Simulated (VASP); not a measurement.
A run of VASP 6.6.1:

The input POSCAR:

```
BN
1.0
    2.5539396017      0.0000000000      0.0000000000
   -1.2769698009      2.2117765748      0.0000000000
    0.0000000000      0.0000000000      4.2268550000
N B
2 2
Direct
    0.3333333333      0.6666666667      0.1252760000
    0.6666666667      0.3333333333      0.6252760000
    0.3333333333      0.6666666667      0.4997240000
    0.6666666667      0.3333333333      0.9997240000
```

File INCAR.step1:

```
SYSTEM = BN
ALGO = Normal
EDIFF = 1E-5
ENCUT = 520
GGA = PE
ISIF = 2
ISMEAR = -1
LASPH = .TRUE.
LREAL = .FALSE.
LWAVE = .TRUE.
NBANDS = 16
NELM = 60
PREC = Accurate
SIGMA = 0.05
```

INCAR.step2

```
SYSTEM = BN
AEXX = 0.25
ALGO = Normal
EDIFF = 1E-6
ENCUT = 520
GGA = PE
HFSCREEN = 0.6
ISIF = 2
ISMEAR = -1
ISTART = 1
LASPH = .TRUE.
LCHARG = .TRUE.
LELF = .TRUE.
LHFCALC = .TRUE.
LREAL = .FALSE.
LVHAR = .TRUE.
LWAVE = .FALSE.
NBANDS = 16
NELM = 60
PREC = Accurate
PRECFOCK = Normal
SIGMA = 0.05
```

The input KPOINTS:

```
k-points
0
G
  6 6 3
  0 0 0
```

Potentials or basis: VASP PAW PBE potentials, release 64 (N, B).

Launch:

```sh
$ cat potpaw_PBE.64/N/POTCAR potpaw_PBE.64/B/POTCAR > POTCAR
$ cp INCAR.step1 INCAR
$ mpirun -np 1 vasp_std > vasp.out
$ cp INCAR.step2 INCAR
$ mpirun -np 1 vasp_std > vasp.out
```

Hardware: 1 thread of Intel Xeon 8259CL (shared host).

**Question.** How long does it take, and how much memory?

**Answer.** It took 11 min on 1 thread of Intel Xeon 8259CL (shared host), peak memory 0.24 GiB. Counts: k points 14.
